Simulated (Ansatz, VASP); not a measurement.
## One calculation of HfVS3, two programs

```xyz
5
Lattice="4.4230 0.0000 0.0000 -2.2115 3.8305 0.0000 0.0000 0.0000 7.4076" Properties=species:S:1:pos:R:3 pbc="T T T"
Hf    0.0000    0.0000    3.7038
V     0.0000    2.5536    3.7038
S     0.0000    2.5536    5.8113
S     0.0000    2.5536    1.5963
S     0.0000    0.0000    0.0000
```

Alike in both runs: functional PBE; k mesh 6 × 6 × 4; occupations gaussian, width 0.1 eV; collinear spin.

Ansatz relaxed the structure, and its values are those at the end. VASP's run is a single point on that final structure, the one shown.

|  | VASP | Ansatz |
| --- | --- | --- |
| version | VASP 6.6.1 | Ansatz 0.2.0 |
| potentials or method | VASP PAW PBE potentials, release 64 (Hf_pv, V_sv, S), cutoff 520 eV | scalar-relativistic, plane waves, PAW |
| valence electrons in the cell | 41 | 57 |

|  | VASP | Ansatz | Ansatz less VASP |
| --- | --- | --- | --- |
| gap on the k mesh at the Fermi level (eV) | none | none | - |
| pressure (GPa) | -0.2 | 0.2 | +0.45 |
| rms of the force components (eV/Å) | 0.013 | 0.000 | -0.0125 |
| net moment per atom (μB) | 0.34 | 0.49 | +0.154 |
| size of the moment on the site where the two differ most (μB) | 0.55 | 0.84 | +0.287 |

The net moments are unlike, so the other rows may belong to different states. Site moments also hang on the region over which each program counts them. A gap of «none» marks a metal or a gap that the smearing closes. VASP's potentials hold 41 valence electrons a cell and Ansatz's 57, so a difference there can come from the potentials and not from the codes.

Spin-orbit coupling is off throughout.
